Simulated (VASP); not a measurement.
# Bi (P6_3/mmc) in VASP: notebook

Runs on Bi. Level: PBEsol. Tasks: single point.

Program: VASP 6.6.1. These are calculated values, not measurements. Logs are shortened: lines on timing, memory, paths and dates and some standing lists are left out, and cuts for length are marked.

### 1 The cell of the first run

Symmetry: P6_3/mmc, No. 194, hexagonal system. The conventional cell has a = 4.539 Å, b = 4.539 Å, c = 12.006 Å, α = 90.00°, β = 90.00°, γ = 120.00°.

This isn't the form of Bi at room conditions, which is rhombohedral.

### 2 Single point, PBEsol (strain +0.000 along x and y, +0.015 along z)

Input file INCAR:

```
SYSTEM = Bi
PREC = Accurate ; ENCUT = 520
EDIFF = 1E-6 ; ISMEAR = 0
SIGMA = 0.15 ; LREAL = .FALSE.
LASPH = .TRUE. ; NELM = 60
ALGO = Fast ; ISIF = 2
LWAVE = .FALSE. ; LCHARG = .FALSE.
GGA = PS ; NBANDS = 22
```

Input file KPOINTS:

```
regular mesh
0
G
  12 12 4
  0 0 0
```

Input file POSCAR:

```
Bi
1.0
    4.5390002997      0.0000000000      0.0000000000
   -2.2695001499      3.9308895673      0.0000000000
    0.0000000000      0.0000000000     12.0064350000
Bi
2
Direct
    0.3333333333      0.6666666667      0.2500000000
    0.6666666667      0.3333333333      0.7500000000
```

Potentials or basis: VASP PAW PBE potentials, release 64 (Bi_d).

The run is started by

```bash
$ cat potpaw_PBE.64/Bi_d/POTCAR > POTCAR
$ mpirun -np 1 vasp_std > vasp.out
```

OUTCAR:

```text
SYSTEM = Bi
   PREC = Accurate
   ENCUT = 520
   EDIFF = 1E-6
   ISMEAR = 0
   LREAL = .FALSE.
   LASPH = .TRUE.
   NELM = 60
   ISIF = 2
   GGA = PS

 ion  position               nearest neighbor table
   1  0.333  0.667  0.250-
   2  0.667  0.333  0.750-

  LATTYP: Found a hexagonal cell.
 ALAT       =     4.5390002997
 C/A-ratio  =     2.6451716694

  Lattice vectors:

 A1 = (   4.5390002997,   0.0000000000,   0.0000000000)
 A2 = (  -2.2695001499,   3.9308895673,   0.0000000000)
 A3 = (   0.0000000000,   0.0000000000,  12.0064350000)

Analysis of symmetry for initial positions (statically):
=====================================================================
 Subroutine PRICEL returns:
 Original cell was already a primitive cell.

 Routine SETGRP: Setting up the symmetry group for a
 hexagonal supercell.

 Subroutine GETGRP returns: Found 24 space group operations
 (whereof 12 operations were pure point group operations)
 out of a pool of 24 trial point group operations.

The static configuration has the point symmetry D_3d.
 The point group associated with its full space group is D_6h.

Analysis of symmetry for dynamics (positions and initial velocities):
=====================================================================
 Subroutine PRICEL returns:
 Original cell was already a primitive cell.

 Routine SETGRP: Setting up the symmetry group for a
 hexagonal supercell.

 Subroutine GETGRP returns: Found 24 space group operations
 (whereof 12 operations were pure point group operations)
 out of a pool of 24 trial point group operations.

The dynamic configuration has the point symmetry D_3d.
 The point group associated with its full space group is D_6h.

 Subroutine INISYM returns: Found 24 space group operations
 (whereof 12 operations are pure point group operations),
 and found     1 'primitive' translations

----------------------------------------------------------------------------------------

                                     Primitive cell

  volume of cell :     214.2225

  direct lattice vectors                    reciprocal lattice vectors
     4.539000300  0.000000000  0.000000000     0.220312830  0.127197672  0.000000000
    -2.269500150  3.930889567  0.000000000     0.000000000  0.254395343  0.000000000
[... 74 lines left out ...]
   NGXF,Y,Z  is equivalent  to a cutoff of  26.37, 26.37, 24.92 a.u.
 SYSTEM =  Bi
   PREC   = accura    normal or accurate (medium, high low for compatibility)
   ISTART =      0    job   : 0-new  1-cont  2-samecut
   ICHARG =      2    charge: 1-file 2-atom 10-const
   ISPIN  =      1    spin polarized calculation?
   LNONCOLLINEAR =      F non collinear calculations
   LSORBIT =      F    spin-orbit coupling
   LASPH  =      T    aspherical Exc in radial PAW
   ENCUT  =  520.0 eV  38.22 Ry    6.18 a.u.   8.44  8.44 22.32*2*pi/ulx,y,z
   NELM   =     60;   NELMIN=  2; NELMDL= -5     # of ELM steps
   EDIFF  = 0.1E-05   stopping-criterion for ELM
   LREAL  =      F    real-space projection
   EDIFFG = 0.1E-04   stopping-criterion for IOM
   NSW    =      0    number of steps for IOM
   IBRION =     -1    ionic relax: 0-MD 1-quasi-New 2-CG
   NFREE  =      0    steps in history (QN), initial steepest desc. (CG)
   ISIF   =      2    stress and relaxation
   ISYM   =      2    0-nonsym 1-usesym 2-fastsym
   POTIM  = 0.5000    time-step for ionic-motion
   TEBEG  =    0.0;   TEEND  =   0.0 temperature during run
   PSTRESS=    0.0 pullay stress
   NELECT =      30.0000    total number of electrons
   NUPDOWN=      -1.0000    fix difference up-down
   EMIN   =  10.00;   EMAX   =-10.00  energy-range for DOS
   EFERMI =   0.00;   METHOD = LEGACY
   ISMEAR =     0;   SIGMA  =   0.15  broadening in eV -4-tet -1-fermi 0-gaus
   EFERMI_NEDOS =   21; number of points for ismear=-14 and -15
   IALGO  =     68    algorithm
   IMIX   =      4    mixing-type and parameters
     AMIX     =   0.40;   BMIX     =  1.00
     AMIX_MAG =   1.60;   BMIX_MAG =  1.00
  volume/ion in A,a.u.               =     107.11       722.82
  Fermi-wavevector in a.u.,A,eV,Ry     =   0.850146  1.606543  9.833588  0.722748
  Thomas-Fermi vector in A             =   1.966078
   LORBIT       =      0    0 simple, 1 ext, 2 COOP (PROOUT), +10 PAW based schemes
   GGA     = PS    functional components
   LHFCALC =     F    Hartree Fock is set to
   AEXX    =    0.0000 exact exchange contribution
   IVDW    =     0    specifies the selected vdW correction
   LEPSILON=     F    determine dielectric tensor
   LRPA    =     F    only Hartree local field effects (RPA)
 non-spin polarized calculation
 RMM-DIIS sequential band-by-band and
 Gauss-broadening in eV      SIGMA  =   0.15
  energy-cutoff  :      520.00
  volume of cell :      214.22
 maximum number of plane-waves:      5823
 NGX is ok and might be reduce to    36
   NGX = 17   NGY = 17   NGZ = 45

 number of electron      29.9999998 magnetization

 Free energy of the ion-electron system (eV)
  ---------------------------------------------------
  ext. energy  EPLUGINS =         0.00000000
  ---------------------------------------------------
  free energy    TOTEN  =        -3.40215489 eV

  energy without entropy =       -3.30955645  energy(sigma->0) =       -3.35585567

 E-fermi :  -1.1897     XC(G=0):  -5.3605

 val. band max:       -1.1999984842   @ k =   0.2500   0.1667   0.5000
 cond. band min:      -1.1846471856   @ k =   0.4167   0.0000   0.2500
 fundamental gap:      0.0153512985
 Fermi energy:        -1.1896806393

 k-point     1 :       0.0000    0.0000    0.0000
  band No.  band energies     occupation
      1     -23.9811      2.00000
      2     -23.9811      2.00000
      3     -23.9811      2.00000
      4     -23.9811      2.00000
      5     -23.9657      2.00000
      6     -23.9657      2.00000
[... 589 lines left out ...]
     21       4.3579      0.00000
     22       4.6408      0.00000

 [... further k-points ...]
[... 5 lines left out ...]
  --------------------------------------------------------------------------------------
  -------------------------------------------------------------------------------------
  Total       -6.6425785     -6.6425785     -0.4268439      0.0000000      0.0000000      0.0000000
  in kB      -49.6800641    -49.6800641     -3.1923800      0.0000000      0.0000000      0.0000000
  external PRESSURE =     -34.1841694 kB  Pullay stress =       0.0000000 kB

 VOLUME and BASIS-vectors are now :
 -----------------------------------------------------------------------------
  energy-cutoff  :      520.00
  volume of cell :      214.22
      direct lattice vectors                 reciprocal lattice vectors
     4.539000300  0.000000000  0.000000000     0.220312830  0.127197672  0.000000000
    -2.269500150  3.930889567  0.000000000     0.000000000  0.254395343  0.000000000
     0.000000000  0.000000000 12.006435000     0.000000000  0.000000000  0.083288670

 POSITION                                       TOTAL-FORCE (eV/Angst)
 -----------------------------------------------------------------------------------
     -0.00000      2.62059      3.00161        -0.000000      0.000000      0.000000
      2.26950      1.31030      9.00483         0.000000     -0.000000     -0.000000
 -----------------------------------------------------------------------------------
    total drift:                               -0.000000      0.000000      0.000000

  FREE ENERGIE OF THE ION-ELECTRON SYSTEM (eV)
  ---------------------------------------------------
  free  energy   TOTEN  =        -3.4021548857 eV

  energy  without entropy=       -3.3095564458  energy(sigma->0) =       -3.35585567
```

Wall time 2.4 min (1 thread of AMD EPYC 9R45 (Zen 5), shared host); peak memory 0.42 GiB.

Results:

```
Free energy            : -3.4022 eV
Pressure               : -3.4 GPa
Band gap on the k mesh : zero (bands 15 and 16 overlap by 2.16 eV)
```

Caveat: the cell differs from its parent crystal (strain +0.000 along x and y, +0.015 along z); the cell stands under tension; the PAW data sets were made with another functional, which shifts forces and pressure a little; spin-orbit coupling is left out, which moves the levels of the heavy elements.

### 3 Single point, PBEsol (strain +0.000 along x and y, +0.030 along z)

Input file INCAR:

```
SYSTEM = Bi
PREC = Accurate
ENCUT = 520
EDIFF = 1E-7
ISMEAR = 0
SIGMA = 0.15
LREAL = .False.
LASPH = .True.
NELM = 100
ALGO = Fast
ISIF = 2
LWAVE = .False.
LCHARG = .True.
GGA = PS
LELF = .True.
LVHAR = .True.
NBANDS = 22
```

Input file KPOINTS:

```
regular mesh
0
Gamma
  12 12 4
  0 0 0
```

POSCAR, as its differences from that of step 2:

```diff
@@ -4,3 +4,3 @@
    -2.2695001499      3.9308895673      0.0000000000
-    0.0000000000      0.0000000000     12.0064350000
+    0.0000000000      0.0000000000     12.1838700000
 Bi
```

Potentials or basis: VASP PAW PBE potentials, release 64 (Bi_d).

The run is started by

```bash
$ cat potpaw_PBE.64/Bi_d/POTCAR > POTCAR
$ mpirun -np 1 vasp_std > vasp.out
```

Run time: 2.9 min. Hardware: 1 thread of AMD EPYC 9R45 (Zen 5), shared host; peak memory 0.44 GiB.

The run converged. Its results:

- Free energy: -3.3967 eV
- Pressure: -3.4 GPa
- Band gap on the k mesh: zero (bands 15 and 16 overlap by 2.16 eV)

Stress tensor (GPa, compression positive):
```
-4.91  0.00  0.00
 0.00 -4.91  0.00
 0.00  0.00 -0.28
```

Levels at points of the mesh, in eV from the Fermi level:
| k point | band 12 | band 13 | band 14 | band 15 | band 16 | band 17 | band 18 | band 19 |
| --- | --- | --- | --- | --- | --- | --- | --- | --- |
| (0.00, 0.00, 0.00) | -10.35 | -0.80 | -0.39 | 1.40 | 1.40 | 1.41 | 1.41 | 3.04 |
| (0.50, 0.00, 0.00) | -10.02 | -1.41 | -1.39 | 0.08 | 0.19 | 0.70 | 0.73 | 4.77 |
| (0.00, 0.00, 0.50) | -10.35 | -0.62 | -0.62 | 1.40 | 1.40 | 1.40 | 1.40 | 3.69 |
| (0.50, 0.00, 0.50) | -10.02 | -1.40 | -1.40 | 0.14 | 0.14 | 0.71 | 0.71 | 4.70 |

Caveat: the cell differs from its parent crystal (strain +0.000 along x and y, +0.030 along z); the cell stands under tension; the PAW data sets were made with another functional, which shifts forces and pressure a little; spin-orbit coupling is left out, which moves the levels of the heavy elements.
